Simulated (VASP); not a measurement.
Write the native input for VASP 6.6.1 that does the following.

| Item | Value |
| --- | --- |
| Task | single point |
| Functional | PBEsol |
| Potentials or basis | VASP PAW PBE potentials, release 64 (Pb_d) |
| Cutoff | 520 eV |
| k mesh | 9 × 9 × 9 |
| Occupations | fermi-dirac, width 0.05 eV |
| Spin | no spin polarisation |
| Dipole correction | no |
| Further INCAR settings | ALGO = Normal; EDIFF = 1e-06; NBANDS = 13 |

The structure of Pb lies in POSCAR:

```
Pb
1.0
   -1.8579392613      1.8579392613      1.8579392613
    1.8579392613     -1.8579392613      1.8579392613
    1.8579392613      1.8579392613     -1.8579392613
Pb
1
Direct
    0.0000000000      0.0000000000      0.0000000000
```

The input as run:

INCAR

```
SYSTEM = Pb
PREC     = Accurate       ! precision mode
ENCUT    = 520            ! plane-wave cutoff, eV
EDIFF    = 1E-6           ! SCF threshold, eV
ISMEAR   = -1             ! smearing method
SIGMA    = 0.05           ! smearing width, eV
LREAL    = .FALSE.        ! projectors in reciprocal space
LASPH    = .TRUE.         ! aspherical terms in the spheres
NELM     = 60             ! most SCF steps
ALGO     = Normal         ! electronic algorithm
ISIF     = 2              ! what is computed and relaxed
LWAVE    = .FALSE.        ! write WAVECAR
LCHARG   = .TRUE.         ! write CHGCAR
GGA      = PS             ! functional
LELF     = .TRUE.         ! ELF
LVHAR    = .TRUE.       
NBANDS   = 13             ! bands
```

KPOINTS

```
regular mesh
0
G
  9 9 9
  0 0 0
```

Potentials or basis: VASP PAW PBE potentials, release 64 (Pb_d).

Run with:

```console
$ cat potpaw_PBE.64/Pb_d/POTCAR > POTCAR
$ mpirun -np 1 vasp_std > vasp.out
```

It gave:

```yaml
Pressure: 9.9 GPa
Band_gap_on_the_k_mesh: zero (band 7 reaches 18.40 eV, above the bottom of band 8 at 6.59 eV)
```

Caveat: the PAW data sets were made with another functional, which shifts forces and pressure a little; spin-orbit coupling is left out, which moves the levels of the heavy elements.

Wall time 4.2 s on 1 thread of Intel(R) Xeon(R) Platinum 8488C (Sapphire Rapids), on a shared host, peak memory 0.14 GiB.
